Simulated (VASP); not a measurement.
Runs of VASP 6.6.1 on SnTe. The structure is that of space group F-43m (No. 216), or close to it. The cells are those of the table. 

```tsv
task	cell	cutoff (eV)	gap on the mesh (eV)	pressure (GPa)
relaxation of cell and atoms	relaxed to 20 GPa from a = 5.107 Å, angles 60.0°, 2 atoms	600	none	20.0
single point	a = 4.599 Å, angles 60.0°, 2 atoms	520	none	10.0
single point	a = 4.276 Å, angles 60.0°, 2 atoms	520	none	(a)
relaxation of cell and atoms	relaxed to 30 GPa from a = 5.107 Å, angles 60.0°, 2 atoms	600	none	30.1
single point	a = 4.410 Å, angles 60.0°, 2 atoms	520	none	20.0
relaxation of cell and atoms	relaxed from a = 5.107 Å, angles 60.0°, 2 atoms	600	none	0.0
relaxation of cell and atoms	relaxed to 10 GPa from a = 5.107 Å, angles 60.0°, 2 atoms	600	none	10.0
single point	a = 4.172 Å, angles 60.0°, 2 atoms	520	none	40.0
```

Alike in all rows: level LDA; potentials or basis VASP PAW LDA potentials, release 64 (Sn_d, Te); no spin polarisation; k mesh 6 × 6 × 6; smearing fermi-dirac 0.05 eV.

Q: Fill in the values left out.

A: (a) 30.0.

Caveats: spin-orbit coupling is left out, which moves the levels of the heavy elements; the cell is relaxed towards a set pressure, so the enthalpy falls and the energy may rise (some runs).

A k mesh can miss the band edges, and the runs leave out spin-orbit coupling on Sn, Te.

A gap of «none» marks levels without a gap at the run's occupations.
